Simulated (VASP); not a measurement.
A run of VASP 6.6.1 is set up as follows.

The input INCAR:

```
SYSTEM = Be
ALGO = Normal
EDIFF = 1E-6
ENCUT = 520
GGA = PE
ISIF = 2
ISMEAR = -1
LASPH = .TRUE.
LCHARG = .TRUE.
LELF = .TRUE.
LREAL = .FALSE.
LVHAR = .TRUE.
LWAVE = .FALSE.
NBANDS = 9
NELM = 60
PREC = Accurate
SIGMA = 0.08
```

The input KPOINTS:

```
k-points
0
G
  19 19 11
  0 0 0
```

Contents of POSCAR:

```
Be
1.0
    1.6526820431      0.0000000000      0.0000000000
   -0.8263410215      1.4312646337      0.0000000000
    0.0000000000      0.0000000000      2.6730495382
Be
2
Direct
    0.3333333333      0.6666666667      0.2500000000
    0.6666666667      0.3333333333      0.7500000000
```

Potentials or basis: VASP PAW PBE potentials, release 64 (Be).

Command:

```sh
$ cat potpaw_PBE.64/Be/POTCAR > POTCAR
$ mpirun -np 1 vasp_std > vasp.out
```

(1) What does it give for the band gap on the k mesh?

(2) Estimate the pressure.

## Answers

(1) zero (band 2 reaches 18.57 eV, above the bottom of band 3 at 16.29 eV).

(2) 514.2 GPa.
